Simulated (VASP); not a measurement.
# SiNi3 (P-4m2) in VASP: further runs

SiNi3 is run at these levels: PBEsol; tasks: single point.

All numbers are computed with VASP 6.6.1; they aren't measurements. Logs are shortened: lines on timing, memory, paths and dates and some standing lists are left out, and cuts for length are marked.

## 1. The cell of the first run

Symmetry: P-4m2, No. 115, tetragonal system. Conventional cell: a = 3.461 Å, b = 3.461 Å, c = 3.461 Å, α = 90.00°, β = 90.00°, γ = 90.00°. Si (site symmetry -4m2) has 12 Ni at 2.42 to 2.48 Å within 3.2 Å. Ni (site symmetry 2mm) has 4 Si at 2.42 to 2.48 Å and 8 Ni at 2.42 to 2.48 Å within 3.2 Å. Within 3.2 Å of Ni (site symmetry -4m2) lie 8 Ni at 2.42 to 2.48 Å and 4 Si at 2.45 Å.

## 2. Single point, PBEsol (atoms displaced along a vibrational mode)

The input, INCAR:

```
SYSTEM = SiNi3
PREC = Accurate ; ENCUT = 520
EDIFF = 1E-7 ; ISMEAR = 0
SIGMA = 0.15 ; LREAL = .FALSE.
LASPH = .TRUE. ; NELM = 100
ALGO = Fast ; ISIF = 2
LWAVE = .FALSE. ; LCHARG = .FALSE.
GGA = PS ; NBANDS = 44
```

The input, KPOINTS:

```
Automatic mesh
0
G
  14 14 8
  0 0 0
```

The input, POSCAR:

```
SiNi3
1.0
    3.4612457600      0.0000000000      0.0000000000
    0.0000000000      3.4612457600      0.0000000000
    0.0000000000      0.0000000000      6.9224915201
Si Ni
2 6
Direct
    0.0000000000      0.0000000000      0.5000000000
    0.0000000000      0.0000000000      0.0000000000
    0.0000000000      0.5000000000      0.2565005497
    0.0000000000      0.5000000000      0.7565005497
    0.5000000000      0.0000000000      0.2434994503
    0.5000000000      0.0000000000      0.7434994503
    0.5000000000      0.5000000000      0.0000000000
    0.5000000000      0.5000000000      0.5000000000
```

Potentials or basis: VASP PAW PBE potentials, release 64 (Si, Ni).

On the command line:

```sh
$ cat potpaw_PBE.64/Si/POTCAR potpaw_PBE.64/Ni/POTCAR > POTCAR
$ mpirun -np 1 vasp_std > vasp.out
```

OUTCAR:

```text
SYSTEM = SiNi3
   PREC = Accurate
   ENCUT = 520
   EDIFF = 1E-7
   ISMEAR = 0
   LREAL = .FALSE.
   LASPH = .TRUE.
   NELM = 100
   ISIF = 2
   GGA = PS

 ion  position               nearest neighbor table
   1  0.000  0.000  0.500-   3 2.42   6 2.42   3 2.42   6 2.42   8 2.45   8 2.45   8 2.45   8 2.45
                             5 2.48   4 2.48   4 2.48   5 2.48
   2  0.000  0.000  0.000-   4 2.42   5 2.42   4 2.42   5 2.42   7 2.45   7 2.45   7 2.45   7 2.45
                             3 2.48   6 2.48   6 2.48   3 2.48
   3  0.000  0.500  0.257-   1 2.42   8 2.42   1 2.42   8 2.42   5 2.45   5 2.45   5 2.45   5 2.45
                             7 2.48   7 2.48   2 2.48   2 2.48
   4  0.000  0.500  0.757-   2 2.42   7 2.42   2 2.42   7 2.42   6 2.45   6 2.45   6 2.45   6 2.45
                             1 2.48   1 2.48   8 2.48   8 2.48
   5  0.500  0.000  0.243-   2 2.42   7 2.42   7 2.42   2 2.42   3 2.45   3 2.45   3 2.45   3 2.45
                             1 2.48   1 2.48   8 2.48   8 2.48
   6  0.500  0.000  0.743-   1 2.42   8 2.42   8 2.42   1 2.42   4 2.45   4 2.45   4 2.45   4 2.45
                             7 2.48   2 2.48   7 2.48   2 2.48
   7  0.500  0.500  0.000-   4 2.42   5 2.42   5 2.42   4 2.42   2 2.45   2 2.45   2 2.45   2 2.45
                             3 2.48   3 2.48   6 2.48   6 2.48
   8  0.500  0.500  0.500-   3 2.42   6 2.42   6 2.42   3 2.42   1 2.45   1 2.45   1 2.45   1 2.45
                             5 2.48   5 2.48   4 2.48   4 2.48

  LATTYP: Found a simple tetragonal cell.
 ALAT       =     3.4612457600
 C/A-ratio  =     2.0000000000

  Lattice vectors:

 A1 = (   3.4612457600,   0.0000000000,   0.0000000000)
 A2 = (   0.0000000000,   3.4612457600,   0.0000000000)
 A3 = (   0.0000000000,   0.0000000000,   6.9224915201)

Analysis of symmetry for initial positions (statically):
=====================================================================
 Subroutine PRICEL returns following result:

  LATTYP: Found a simple cubic cell.
 ALAT       =     3.4612457600

  Lattice vectors:

 A1 = (   3.4612457600,   0.0000000000,   0.0000000000)
 A2 = (   0.0000000000,   3.4612457600,   0.0000000000)
 A3 = (   0.0000000000,   0.0000000000,   3.4612457601)

   2 primitive cells build up your supercell.

 Routine SETGRP: Setting up the symmetry group for a
 simple tetragonal supercell.

 Subroutine GETGRP returns: Found  8 space group operations
 (whereof  8 operations were pure point group operations)
 out of a pool of 16 trial point group operations.

[... 134 lines left out ...]
   ISIF   =      2    stress and relaxation
   ISYM   =      2    0-nonsym 1-usesym 2-fastsym
   POTIM  = 0.5000    time-step for ionic-motion
   TEBEG  =    0.0;   TEEND  =   0.0 temperature during run
   PSTRESS=    0.0 pullay stress
   NELECT =      68.0000    total number of electrons
   NUPDOWN=      -1.0000    fix difference up-down
   EMIN   =  10.00;   EMAX   =-10.00  energy-range for DOS
   EFERMI =   0.00;   METHOD = LEGACY
   ISMEAR =     0;   SIGMA  =   0.15  broadening in eV -4-tet -1-fermi 0-gaus
   EFERMI_NEDOS =   21; number of points for ismear=-14 and -15
   IALGO  =     68    algorithm
   IMIX   =      4    mixing-type and parameters
     AMIX     =   0.40;   BMIX     =  1.00
     AMIX_MAG =   1.60;   BMIX_MAG =  1.00
  volume/ion in A,a.u.               =      10.37        69.96
  Fermi-wavevector in a.u.,A,eV,Ry     =   1.532270  2.895571 31.944467  2.347852
  Thomas-Fermi vector in A             =   2.639499
   LORBIT       =      0    0 simple, 1 ext, 2 COOP (PROOUT), +10 PAW based schemes
   GGA     = PS    functional components
   LHFCALC =     F    Hartree Fock is set to
   AEXX    =    0.0000 exact exchange contribution
   IVDW    =     0    specifies the selected vdW correction
   LEPSILON=     F    determine dielectric tensor
   LRPA    =     F    only Hartree local field effects (RPA)
 non-spin polarized calculation
 RMM-DIIS sequential band-by-band and
 Gauss-broadening in eV      SIGMA  =   0.15
  energy-cutoff  :      520.00
  volume of cell :       82.93
 maximum number of plane-waves:      2281
 NGX is ok and might be reduce to    28
   NGX = 13   NGY = 13   NGZ = 25

 number of electron      67.9999961 magnetization

 Free energy of the ion-electron system (eV)
  ---------------------------------------------------
  ext. energy  EPLUGINS =         0.00000000
  ---------------------------------------------------
  free energy    TOTEN  =       -52.56860779 eV

  energy without entropy =      -52.52665471  energy(sigma->0) =      -52.54763125

 E-fermi :  11.1060     XC(G=0): -13.4541

 val. band max:       11.1010478433   @ k =   0.4286   0.3571   0.1250
 cond. band min:      11.1133654276   @ k =   0.0000   0.0000   0.0000
 fundamental gap:      0.0123175843
 Fermi energy:        11.1059940156

 k-point     1 :       0.0000    0.0000    0.0000
  band No.  band energies     occupation
      1      -1.1436      2.00000
      2       0.9993      2.00000
      3       3.0981      2.00000
      4       5.9613      2.00000
      5       6.7829      2.00000
      6       6.7949      2.00000
[... 1117 lines left out ...]
     43      17.4865      0.00000
     44      18.5751      0.00000

 [... further k-points ...]

------------------------ aborting loop because EDIFF is reached ----------------------------------------

  FORCE on cell =-STRESS in cart. coord.  units (eV):
  Direction    XX          YY          ZZ          XY          YZ          ZX
  --------------------------------------------------------------------------------------
  -------------------------------------------------------------------------------------
  Total        0.1817680      0.1817680      0.2122976      0.0000000      0.0000000      0.0000000
  in kB        3.5115653      3.5115653      4.1013646      0.0000000      0.0000000      0.0000000
  external PRESSURE =       3.7081651 kB  Pullay stress =       0.0000000 kB

 VOLUME and BASIS-vectors are now :
 -----------------------------------------------------------------------------
  energy-cutoff  :      520.00
  volume of cell :       82.93
      direct lattice vectors                 reciprocal lattice vectors
     3.461245760  0.000000000  0.000000000     0.288913319  0.000000000  0.000000000
     0.000000000  3.461245760  0.000000000     0.000000000  0.288913319  0.000000000
     0.000000000  0.000000000  6.922491520     0.000000000  0.000000000  0.144456659

 POSITION                                       TOTAL-FORCE (eV/Angst)
 -----------------------------------------------------------------------------------
      0.00000      0.00000      3.46125        -0.000000     -0.000000      0.000000
      0.00000      0.00000      0.00000        -0.000000     -0.000000      0.000000
      0.00000      1.73062      1.77562         0.000000      0.000000     -0.418935
      0.00000      1.73062      5.23687         0.000000      0.000000     -0.418935
      1.73062      0.00000      1.68562        -0.000000     -0.000000      0.418935
      1.73062      0.00000      5.14687        -0.000000     -0.000000      0.418935
      1.73062      1.73062      0.00000         0.000000     -0.000000      0.000000
      1.73062      1.73062      3.46125        -0.000000     -0.000000      0.000000
 -----------------------------------------------------------------------------------
    total drift:                                0.000000      0.000000      0.000000

  FREE ENERGIE OF THE ION-ELECTRON SYSTEM (eV)
  ---------------------------------------------------
  free  energy   TOTEN  =       -52.5686077924 eV

  energy  without entropy=      -52.5266547079  energy(sigma->0) =      -52.54763125
```

stdout:

```text
POSCAR found type information on POSCAR SiNi
 POSCAR found :  2 types and       8 ions
 scaLAPACK will be used
 -----------------------------------------------------------------------------
|                                                                             |
|                                                                             |
|     You enforced a specific xc type in the INCAR file but a different       |
|     I HOPE YOU KNOW WHAT YOU ARE DOING!                                     |
|                                                                             |
 -----------------------------------------------------------------------------

 LDA part: xc-table for (Slater+PW92), standard interpolation
 POSCAR, INCAR and KPOINTS ok, starting setup
 FFT: planning ... GRIDC
 FFT: planning ... GRID_SOFT
 FFT: planning ... GRID
 WAVECAR not read
 entering main loop
```

Wall time 7.3 min (1 thread of Intel Xeon 6975P-C (Granite Rapids), shared host); peak memory 0.55 GiB.

What came out:

```yaml
Free_energy: -52.5686 eV
Pressure: 0.4 GPa
Largest_force: 0.419 eV/Å
Band_gap_on_the_k_mesh: zero (bands 34 and 35 overlap by 0.26 eV)
```

Forces on the atoms (eV/Å):
```
Si   0.000  0.000  0.000
Si   0.000  0.000  0.000
Ni   0.000  0.000 -0.419
Ni   0.000  0.000 -0.419
Ni   0.000  0.000  0.419
Ni   0.000  0.000  0.419
Ni   0.000  0.000  0.000
Ni   0.000  0.000  0.000
```

Caveat: the cell differs from its parent crystal (atoms displaced along a vibrational mode); the PAW data sets were made with another functional, which shifts forces and pressure a little. Spin polarisation is off, so any magnetic state and its effect on volume and gap are missing.

## 3. Single point, PBEsol (atoms displaced along a vibrational mode)

The input, INCAR:

```
SYSTEM = SiNi3
ALGO = Fast ; EDIFF = 1E-6
ENCUT = 520 ; GGA = PS
ISIF = 2 ; ISMEAR = 0
LASPH = .True. ; LCHARG = .False.
LREAL = .False. ; LWAVE = .False.
NBANDS = 44 ; NELM = 100
PREC = Accurate ; SIGMA = 0.15
```

The input, KPOINTS:

```
k-points
0
Gamma
  14 14 8
  0 0 0
```

The input, POSCAR:

```
SiNi3
1.0
    3.4612457600      0.0000000000      0.0000000000
    0.0000000000      3.4612457600      0.0000000000
    0.0000000000      0.0000000000      6.9224915201
Si Ni
2 6
Direct
    0.0000000000      0.0000000000      0.5000000000
    0.0000000000      0.0000000000      0.0000000000
    0.0000000000      0.5000000000      0.2521668499
    0.0000000000      0.5000000000      0.7521668499
    0.5000000000      0.0000000000      0.2478331501
    0.5000000000      0.0000000000      0.7478331501
    0.5000000000      0.5000000000      0.0000000000
    0.5000000000      0.5000000000      0.5000000000
```

Potentials or basis: VASP PAW PBE potentials, release 64 (Si, Ni).

On the command line:

```sh
$ cat potpaw_PBE.64/Si/POTCAR potpaw_PBE.64/Ni/POTCAR > POTCAR
$ mpirun -np 1 vasp_std > vasp.out
```

It took 6.1 min on 1 thread of Intel Xeon 6975P-C (Granite Rapids), shared host; peak memory 0.55 GiB.

Results (log left out):

```yaml
Free_energy: -52.6021 eV
Pressure: 0.0 GPa
Largest_force: 0.140 eV/Å
Band_gap_on_the_k_mesh: zero (bands 34 and 35 overlap by 0.25 eV)
```

Forces on the atoms (eV/Å):
```
Si   0.000  0.000  0.000
Si   0.000  0.000  0.000
Ni   0.000  0.000 -0.140
Ni   0.000  0.000 -0.140
Ni   0.000  0.000  0.140
Ni   0.000  0.000  0.140
Ni   0.000  0.000  0.000
Ni   0.000  0.000  0.000
```

Levels at points of the mesh, in eV from the Fermi level:
| k point | band 32 | band 33 | band 34 | band 35 | band 36 | band 37 |
| --- | --- | --- | --- | --- | --- | --- |
| (0.00, 0.00, 0.00) | -0.31 | 0.02 | 0.02 | 0.02 | 0.02 | 3.76 |
| (0.50, 0.00, 0.00) | -1.02 | -0.59 | 0.02 | 0.68 | 0.68 | 3.76 |
| (0.50, 0.50, 0.00) | -1.02 | -0.53 | -0.23 | -0.23 | -0.23 | 0.68 |
| (0.00, 0.00, 0.50) | -0.57 | 0.02 | 0.02 | 1.42 | 1.42 | 1.42 |
| (0.50, 0.00, 0.50) | -0.88 | -0.51 | -0.51 | 1.44 | 1.44 | 2.11 |
| (0.50, 0.50, 0.50) | -1.13 | -0.53 | -0.53 | 0.22 | 0.22 | 0.22 |

Caveat: the cell differs from its parent crystal (atoms displaced along a vibrational mode); the PAW data sets were made with another functional, which shifts forces and pressure a little. Spin polarisation is off, so any magnetic state and its effect on volume and gap are missing.
